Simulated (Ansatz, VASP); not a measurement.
One calculation of GaH6, two programs

```xyz
7
Lattice="4.7912 0.0000 0.0000 0.0000 4.7912 0.0000 0.0000 0.0000 4.7912" Properties=species:S:1:pos:R:3 pbc="T T T"
Ga    0.0000    0.0000    0.0000
H     2.3956    2.3956    0.3762
H     2.3956    2.3956    4.4150
H     0.3762    2.3956    2.3956
H     4.4150    2.3956    2.3956
H     2.3956    0.3762    2.3956
H     2.3956    4.4150    2.3956
```

Change from the starting cell: species swapped into the ErB6 type (Pm-3m, No. 221).

Alike in both runs: functional PBE; k mesh 4 × 4 × 4; occupations gaussian, width 0.1 eV; no spin polarisation.

Ansatz relaxed the structure, and its values are those at the end. VASP's run is a single point on that final structure, the one shown.

|  | VASP | Ansatz |
| --- | --- | --- |
| version | VASP 6.6.1 | Ansatz 0.2.0 |
| potentials or method | VASP PAW PBE potentials, release 64 (Ga_d, H), cutoff 520 eV | scalar-relativistic, plane waves, PAW |
| valence electrons in the cell | 19 | 19 |

```csv
,VASP,Ansatz,Ansatz less VASP
gap on the k mesh at the Fermi level (eV),none,none,-
pressure (GPa),0.0,0.1,+0.13
rms of the force components (eV/Å),0.023,0.017,-0.0063
```

A gap of «none» marks a metal or a gap that the smearing closes.
